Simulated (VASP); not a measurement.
Wanted: the native input for a VASP 6.6.1 run.

```yaml
Task: single point
Functional: PBEsol
Potentials_or_basis: VASP PAW PBE potentials, release 64 (Sr_sv)
Cutoff: 520 eV
k_mesh: 10 × 10 × 10
Occupations: gaussian, width 0.03 eV
Spin: no spin polarisation
Dipole_correction: no
Further_INCAR_settings: ALGO = Normal; EDIFF = 1e-07; NBANDS = 11
```

The structure of Sr lies in POSCAR:

```
Sr
1.0
    0.0000000000      2.7989620000      2.9206560000
    2.7989620000      0.0000000000      2.9206560000
    2.7989620000      2.7989620000      0.0000000000
Sr
1
Direct
    0.0000000000      0.0000000000      0.0000000000
```

This cell differs from its parent crystal: strain -0.080 along x and y, -0.040 along z.

The input as run:

INCAR

```
SYSTEM = Sr
ALGO = Normal
EDIFF = 1E-7
ENCUT = 520
GGA = PS
ISIF = 2
ISMEAR = 0
LASPH = .True.
LCHARG = .True.
LELF = .True.
LREAL = .False.
LVHAR = .True.
LWAVE = .False.
NBANDS = 11
NELM = 80
PREC = Accurate
SIGMA = 0.03
```

KPOINTS

```
k-points
0
Gamma
  10 10 10
  0 0 0
```

Potentials or basis: VASP PAW PBE potentials, release 64 (Sr_sv).

The run is started by

```bash
$ cat potpaw_PBE.64/Sr_sv/POTCAR > POTCAR
$ mpirun -np 1 vasp_std > vasp.out
```

It gave:

```yaml
Pressure: 1.9 GPa
Band_gap_on_the_k_mesh: zero (bands 5 and 6 overlap by 0.01 eV)
```

Caveat: the cell differs from its parent crystal (strain -0.080 along x and y, -0.040 along z); the PAW data sets were made with another functional, which shifts forces and pressure a little.

Wall time 77 s on 1 thread of Intel Xeon 8259CL, on a shared host, peak memory 0.2 GiB.
